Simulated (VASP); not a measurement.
Wanted: the native input for a VASP 6.6.1 run.

```
Task                   : single point
Functional             : PBE
Potentials or basis    : VASP PAW PBE potentials, release 64 (Al, In_d, As)
Cutoff                 : 520 eV
k mesh                 : 10 × 10 × 10
Occupations            : gaussian, width 0.1 eV
Spin                   : no spin polarisation
Dipole correction      : no
Further INCAR settings : ALGO = Normal; EDIFF = 1e-06; NBANDS = 31
```

The structure of AlIn2As3 lies in POSCAR:

```
AlIn2As3
1.0
    0.0000000000      3.0090702829     -3.0090702829
   -6.0317374504      0.0000000000      0.0000000000
    3.0158687252      3.0138004756      6.0228707585
Al In As
1 2 3
Direct
    0.5000000000      0.7494569825      0.0000000000
    0.1640170062      0.4137449002      0.3280340123
    0.8359829938      0.0857108879      0.6719659877
    0.3411819252      0.3549657458      0.6823638503
    0.0000000000     -0.0264804119      0.0000000000
    0.6588180748      0.6726018955      0.3176361497
```

The input as run:

INCAR

```
ALGO     = Normal         # electronic algorithm
EDIFF    = 1E-6           # SCF threshold, eV
ENCUT    = 520            # plane-wave cutoff, eV
GGA      = PE             # functional
ISIF     = 2              # what is computed and relaxed
ISMEAR   = 0              # smearing method
LASPH    = True           # aspherical terms in the spheres
LCHARG   = False          # write CHGCAR
LREAL    = False          # projectors in reciprocal space
LWAVE    = False          # write WAVECAR
NBANDS   = 31             # bands
NELM     = 100            # most SCF steps
PREC     = Accurate       # precision mode
SIGMA    = 0.1            # smearing width, eV
```

KPOINTS

```
k-points
0
Gamma
  10 10 10
```

Potentials or basis: VASP PAW PBE potentials, release 64 (Al, In_d, As).

The run is started by

```bash
$ cat potpaw_PBE.64/Al/POTCAR potpaw_PBE.64/In_d/POTCAR potpaw_PBE.64/As/POTCAR > POTCAR
$ mpirun -np 1 vasp_std > vasp.out
```

It gave:

```yaml
Pressure: 0.1 GPa
Largest_force: 0.007 eV/Å
Band_gap_on_the_k_mesh: 0.13 eV, direct
```

Caveat: spin-orbit coupling is left out, which moves the levels of the heavy elements.

Run time: 12 min on 1 thread of Intel Xeon 6975P-C, with other jobs on the host, peak memory 0.85 GiB.
